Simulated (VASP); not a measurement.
Here is a VASP 6.6.1 calculation.

POSCAR

```
CdS
1.0
    0.0000000000      2.9392148365      3.0126952074
    2.9392148365      0.0000000000      3.0126952074
    2.9392148365      2.9392148365      0.0000000000
Cd S
1 1
Direct
    0.0000000000      0.0000000000      0.0000000000
    0.2500000000      0.2500000000      0.2500000000
```

Contents of INCAR.step1:

```
PREC = Accurate
ENCUT = 520
ISMEAR = 0
SIGMA = 0.01
LREAL = F
LASPH = T
NELM = 100
NBANDS = 16
GGA = PE
ALGO = Normal
EDIFF = 1E-4
LWAVE = T
LCHARG = F
```

The input INCAR.step2:

```
PREC = Accurate
ENCUT = 520
EDIFF = 1E-6
ISMEAR = 0
SIGMA = 0.01
LREAL = F
LASPH = T
NELM = 100
ALGO = Normal
ISIF = 2
LWAVE = F
LCHARG = F
METAGGA = R2SCAN
LMIXTAU = T
NBANDS = 16
ISTART = 1
```

The input KPOINTS:

```
Automatic mesh
0
Gamma
  8 8 8
```

Potentials or basis: VASP PAW PBE potentials, release 64 (Cd, S).

The run is started by

```console
$ cat potpaw_PBE.64/Cd/POTCAR potpaw_PBE.64/S/POTCAR > POTCAR
$ cp INCAR.step1 INCAR
$ mpirun -np 1 vasp_std > vasp.out
$ cp INCAR.step2 INCAR
$ mpirun -np 1 vasp_std > vasp.out
```

What does it give for the band gap on the k mesh?

1.45 eV, direct.

What does it give for the pressure?

-1.2 GPa.

Stress tensor (GPa, compression positive):
```
-1.00  0.00  0.00
 0.00 -1.00  0.00
 0.00  0.00 -1.52
```

Caveat: the cell differs from its parent crystal (uniaxial z strain +2.5%); the PAW data sets were made with another functional, which shifts forces and pressure a little.
